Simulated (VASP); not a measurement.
## Ir: single point with PBE+D3(BJ)

The system is Ir.

```
Ir
1.0
     2.72692    0.00000    0.00000
    -1.36346    2.36157   -0.00001
    -0.00001   -0.00003    4.42022
Ir
2
Direct
  0.66667 0.33333 0.75000
  0.33333 0.66667 0.25000
```

This isn't the form of Ir at room conditions, which is fcc.

```yaml
Program: VASP 6.6.1
Task: single point
Functional: PBE
Dispersion: D3(BJ)
Potentials_or_basis: VASP PAW PBE potentials, release 64 (Ir)
Cutoff: 520 eV
k_mesh: 11 × 11 × 6
Occupations: fermi-dirac, width 0.05 eV
Spin: no spin polarisation
Dipole_correction: no
Further_INCAR_settings: ALGO = Fast; EDIFF = 1e-07; NBANDS = 16
```

The pressure is 0.6 GPa and the band gap on the k mesh is zero (bands 9 and 10 overlap by 3.22 eV). The dispersion energy per atom is -0.731 eV.

Levels at points of the mesh, in eV from the Fermi level:
| k point | band 7 | band 8 | band 9 | band 10 | band 11 | band 12 |
| --- | --- | --- | --- | --- | --- | --- |
| (0.00, 0.00, 0.00) | -3.15 | -2.36 | -2.36 | -0.79 | 0.28 | 0.28 |
| (0.00, 0.00, 0.50) | -3.93 | -3.93 | -0.46 | -0.46 | -0.46 | -0.46 |

It took 27 s on 1 thread of Intel(R) Xeon(R) Platinum 8488C (Sapphire Rapids), on a shared host, peak memory 0.16 GiB.

Caveat: spin-orbit coupling is left out, which moves the levels of the heavy elements.
